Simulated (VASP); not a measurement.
HfB, 2 atoms in the cell. It takes space group Fm-3m (No. 225, cubic). The conventional cell has a = 4.620 Å, b = 4.620 Å, c = 4.620 Å, α = 90.00°, β = 90.00°, γ = 90.00°. Within 3.1 Å of Hf (site symmetry m-3m) lie 6 B at 2.31 Å. Within 3.1 Å of B (site symmetry m-3m) lie 6 Hf at 2.31 Å. 

```yaml
Program: VASP 6.6.1
Task: single point
Functional: PBEsol
Potentials_or_basis: VASP PAW PBE potentials, release 64 (Hf_pv, B)
Cutoff: 520 eV
k_mesh: 18 × 18 × 18
Occupations: gaussian, width 0.15 eV
Spin: no spin polarisation
Dipole_correction: no
Further_INCAR_settings: ALGO = Normal; EDIFF = 1e-06; NBANDS = 14
```

Potentials or basis: VASP PAW PBE potentials, release 64 (Hf_pv, B).

Command:

```bash
$ cat potpaw_PBE.64/Hf_pv/POTCAR potpaw_PBE.64/B/POTCAR > POTCAR
$ mpirun -np 1 vasp_std > vasp.out
```

Hardware: 1 thread of Intel(R) Xeon(R) 6975P-C (Granite Rapids), on a shared host.

How long does it take, and how much memory?

Run time: 14 s on 1 thread of Intel(R) Xeon(R) 6975P-C (Granite Rapids), on a shared host, peak memory 0.19 GiB. Counts: scf iterations 11, k points 195.
